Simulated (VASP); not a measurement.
Here is a VASP 6.6.1 calculation.

File INCAR:

```
SYSTEM = Ag
ALGO = Fast
EDIFF = 1E-7
ENCUT = 520
GGA = PS
ISIF = 2
ISMEAR = 0
LASPH = .True.
LCHARG = .False.
LREAL = .False.
LWAVE = .False.
NBANDS = 12
NELM = 100
PREC = Accurate
SIGMA = 0.15
```

The input KPOINTS:

```
k-points
0
Gamma
  28 28 28
  0 0 0
```

The input POSCAR:

```
Ag
1.0
   -1.4775223044      1.4775223044      1.9207789957
    1.4775223044     -1.4775223044      1.9207789957
    1.4775223044      1.4775223044     -1.9207789957
Ag
1
Direct
    0.0000000000      0.0000000000      0.0000000000
```

Potentials or basis: VASP PAW PBE potentials, release 64 (Ag).

Launch:

```sh
$ cat potpaw_PBE.64/Ag/POTCAR > POTCAR
$ mpirun -np 1 vasp_std > vasp.out
```

(1) Estimate the pressure.

## Answers

(1) -0.9 GPa.

Caveat: the PAW data sets were made with another functional, which shifts forces and pressure a little.
